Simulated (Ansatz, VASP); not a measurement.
## H: VASP beside Ansatz

```
H
1.0
     9.00000    0.00000    0.00000
     0.00000    9.70000    0.00000
     0.00000    0.00000    9.90000
H
2
Direct
  0.50000 0.52786 0.52628
  0.50000 0.47214 0.47372
```

Alike in both runs: functional PBE; dispersion D3(BJ); k mesh 1 × 1 × 1; occupations gaussian, width 0.01 eV; no spin polarisation.

Ansatz relaxed the structure, and its values are those at the end. VASP's run is a single point on that final structure, the one shown.

|  | VASP | Ansatz |
| --- | --- | --- |
| version | VASP 6.6.1 | Ansatz 0.2.0 |
| potentials or method | VASP PAW PBE potentials, release 64 (H), cutoff 520 eV | scalar-relativistic, plane waves, PAW |
| valence electrons in the cell | 2 | 2 |

Ansatz gave:

| Item | Value |
| --- | --- |
| gap on the k mesh at the Fermi level (eV) | 10.11 |
| rms of the force components (eV/Å) | 0.001 |

Problem. What did VASP give for the same quantities?

Solution. gap on the k mesh at the Fermi level (eV): 10.11; rms of the force components (eV/Å): 0.007.
